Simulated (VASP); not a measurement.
**ZnCd5O6: single point with PBE**

ZnCd5O6:

```
Zn Cd O
1.0
     3.30381    0.00000   -0.00039
     0.00000    4.78923    0.00000
    -0.15316    0.00000    9.94758
Zn Cd O
1 5 6
Direct
  0.00000 0.96942 0.00000
  0.98676 0.99830 0.32780
  0.50000 0.49899 0.50000
  0.01324 0.99830 0.67220
  0.50651 0.49370 0.83859
  0.49349 0.49370 0.16141
  0.98521 0.50016 0.33155
  0.50000 0.99961 0.50000
  0.01479 0.50016 0.66845
  0.55614 0.00596 0.85037
  0.00000 0.53545 0.00000
  0.44386 0.00596 0.14963
```

```yaml
Program: VASP 6.6.1
Task: single point
Functional: PBE
Potentials_or_basis: VASP PAW PBE potentials, release 64 (Zn, Cd, O)
Cutoff: 520 eV
k_mesh: 12 × 8 × 4
Occupations: gaussian, width 0.1 eV
Spin: no spin polarisation
Dipole_correction: no
Further_INCAR_settings: ALGO = Normal; EDIFF = 1e-07; NBANDS = 66
```

```
Pressure               : 1.2 GPa
Largest force          : 0.044 eV/Å
Band gap on the k mesh : zero (bands 54 and 55 overlap by 0.30 eV)
```

Forces in eV/Å, atoms in the order of the input:
```
Zn   0.000  0.044  0.000
Cd  -0.014  0.001 -0.004
Cd   0.000  0.001  0.000
Cd   0.014  0.001  0.004
Cd  -0.013  0.007 -0.021
Cd   0.013  0.007  0.021
O    0.014 -0.001 -0.009
O    0.000 -0.001  0.000
O   -0.014 -0.001  0.009
O   -0.027 -0.016  0.024
O    0.000 -0.025  0.000
O    0.027 -0.016 -0.024
```

Stress tensor (GPa, compression positive):
```
1.22 0.00 0.06
0.00 1.11 0.00
0.06 0.00 1.28
```

Levels at points of the mesh, in eV from the Fermi level:
```tsv
k point	band 50	band 51	band 52	band 53	band 54	band 55	band 56	band 57	band 58	band 59
(0.00, 0.00, 0.00)	-1.12	-0.87	-0.82	-0.65	-0.40	-0.35	2.93	3.07	3.56	5.92
(0.50, 0.00, 0.00)	-1.96	-1.94	-1.67	-0.39	-0.16	3.82	4.05	4.30	4.49	5.00
(0.00, 0.50, 0.00)	-0.52	-0.50	-0.46	-0.42	-0.28	3.05	3.20	3.88	4.04	4.13
(0.50, 0.50, 0.00)	-1.15	-0.38	-0.20	-0.18	-0.06	4.19	4.32	5.59	5.64	5.95
(0.00, 0.00, 0.50)	-1.11	-1.03	-1.01	-0.39	-0.14	0.95	1.10	4.26	4.32	5.02
(0.50, 0.00, 0.50)	-1.86	-1.15	-0.97	-0.88	-0.84	3.35	3.81	4.67	4.92	5.18
(0.00, 0.50, 0.50)	-0.97	-0.38	-0.26	-0.19	-0.05	3.39	3.41	3.45	3.58	4.35
(0.50, 0.50, 0.50)	-0.90	-0.62	-0.60	-0.47	-0.34	4.67	5.14	5.26	5.45	5.55
```

It took 14 min on 1 thread of Intel(R) Xeon(R) 6975P-C (Granite Rapids), with other jobs on the host, peak memory 1 GiB.

Caveat: semilocal functionals underestimate gaps, and a narrow one can read as zero.
